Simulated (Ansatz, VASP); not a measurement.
# CuO: VASP beside Ansatz

INCAR

```
SYSTEM = CuO
PREC = Accurate ; ENCUT = 520
EDIFF = 1E-6 ; ISMEAR = 0
SIGMA = 0.05 ; LREAL = .False.
LASPH = .True. ; NELM = 150
ALGO = Fast ; ISIF = 2
LWAVE = .False. ; LCHARG = .False.
ISPIN = 2 ; MAGMOM = 0.05 0.05 0 0
LORBIT = 11 ; LMAXMIX = 4
GGA = PE ; NBANDS = 29
```

File KPOINTS:

```
regular mesh
0
Gamma
  12 12 8
  0 0 0
```

POSCAR

```
CuO
1.0
    2.1229234958     -2.0821719071      0.1623629266
    2.1229234958      2.0821719071      0.1623629266
   -0.4128846307      0.0000000000      5.1359082587
Cu O
2 2
Direct
    0.0000000000      0.5000000000      0.0000000000
    0.5000000000      0.0000000000      0.5000000000
    0.5001697937      0.4998302063      0.2500000000
    0.4998302063      0.5001697937      0.7500000000
```

Input for Ansatz:

```yaml
crystal:
  lattice:
    - [2.1229234958, -2.0821719071, 0.1623629266]
    - [2.1229234958, 2.0821719071, 0.1623629266]
    - [-0.4128846307, 0.0, 5.1359082587]
  atoms:
    - { symbol: Cu, position: [0.0, 0.5, 0.0], spin: 0.05 }
    - { symbol: Cu, position: [0.5, 0.0, 0.5], spin: 0.05 }
    - { symbol: O, position: [0.5001697937, 0.4998302063, 0.25] }
    - { symbol: O, position: [0.4998302063, 0.5001697937, 0.75] }
basis:
  ecutwfc: 420
  ecutrho_ratio: 4
kpoints:
  mp_grid: { grid: [12, 12, 8] }
hamiltonian:
  xc: pbe
scf:
  occupations: { method: gaussian, width: 0.05 }
output:
  forces: true
  stress: true
  eigenvalues: true
  populations: true
magnetization:
  spin_polarized: true
```

Change from the starting cell: strain e1 = +0.02, atoms carried along.

Alike in both runs: task single point; functional PBE; k mesh 12 × 12 × 8; occupations gaussian, width 0.05 eV; collinear spin.

```csv
,VASP,Ansatz
version,VASP 6.6.1,Ansatz 0.2.0
potentials or method,"VASP PAW PBE potentials, release 64 (Cu, O), cutoff 520 eV","scalar-relativistic, plane waves, PAW"
valence electrons in the cell,34,50
```

|  | VASP | Ansatz | Ansatz less VASP |
| --- | --- | --- | --- |
| gap on the k mesh at the Fermi level (eV) | none | none | - |
| pressure (GPa) | -2.0 | -2.5 | -0.52 |
| traceless stress, the component that is largest in VASP (GPa) | 0.48 | 0.24 | -0.240 |
| rms of the force components (eV/Å) | 0.006 | 0.006 | -0.0007 |
| net moment per atom (μB) | 0.01 | 0.02 | +0.005 |

Atom by atom the forces differ by 0.001 eV/Å (rms over components). A gap of «none» marks a metal or a gap that the smearing closes. With one functional, cell and mesh, what is left measures potentials, basis and numerics. VASP's potentials hold 34 valence electrons a cell and Ansatz's 50, so a difference there can come from the potentials and not from the codes.
